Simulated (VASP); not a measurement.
A run of VASP 6.6.1 is set up as follows.

The input INCAR:

```
SYSTEM = Zn
  PREC = Accurate
  ENCUT = 520
  EDIFF = 1E-6
  ISMEAR = -1
  SIGMA = 0.1
  LREAL = .FALSE.
  LASPH = .TRUE.
  NELM = 80
  ALGO = Normal
  ISIF = 2
  LWAVE = .FALSE.
  LCHARG = .TRUE.
  GGA = PE
  LELF = .TRUE.
  LVHAR = .TRUE.
  NBANDS = 12
```

Contents of KPOINTS:

```
regular mesh
0
G
  16 16 15
  0 0 0
```

POSCAR

```
Zn
1.0
    2.4789167750      0.0000000000      0.0000000000
   -1.2394583875      2.1468049010      0.0000000000
    0.0000000000      0.0000000000      2.5815726539
Zn
1
Direct
    0.0000000000      0.0000000000      0.0000000000
```

Potentials or basis: VASP PAW PBE potentials, release 64 (Zn).

The run is started by

```console
$ cat potpaw_PBE.64/Zn/POTCAR > POTCAR
$ mpirun -np 1 vasp_std > vasp.out
```

Estimate the band gap on the k mesh.

zero (band 6 reaches 7.53 eV, above the bottom of band 7 at 0.30 eV).

Predict the pressure.

20.7 GPa.

Stress tensor (GPa, compression positive):
```
20.79  0.00  0.00
 0.00 20.79  0.00
 0.00  0.00 20.54
```
